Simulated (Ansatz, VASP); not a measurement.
# One calculation of Au, two programs

```
Au
1.0
     0.00000    2.10319    2.04193
     2.10319    0.00000    2.04193
     2.10319    2.10319    0.00000
Au
1
Direct
  0.00000 0.00000 0.00000
```

Change from the starting cell: strain +0.030 along x and y, +0.000 along z, atoms carried along.

Alike in both runs: task single point; functional PBEsol; k mesh 26 × 26 × 26; occupations gaussian, width 0.15 eV; no spin polarisation.

|  | VASP | Ansatz |
| --- | --- | --- |
| version | VASP 6.6.1 | Ansatz 0.2.0 |
| potentials or method | VASP PAW PBE potentials, release 64 (Au), cutoff 520 eV | scalar-relativistic, plane waves, PAW |
| valence electrons in the cell | 11 | 19 |

```csv
,VASP,Ansatz,Ansatz less VASP
gap on the k mesh at the Fermi level (eV),none,none,-
pressure (GPa),-8.9,-8.8,+0.17
"traceless stress, the component that is largest in VASP (GPa)",0.48,0.48,-0.002
```

VASP's potentials were made for PBE, not for PBEsol. A gap of «none» marks a metal or a gap that the smearing closes. The functional is the same, so the differences come from potentials, cutoffs and numerics. VASP's potentials hold 11 valence electrons a cell and Ansatz's 19, so a difference there can come from the potentials and not from the codes.

Neither program's run includes spin-orbit coupling.
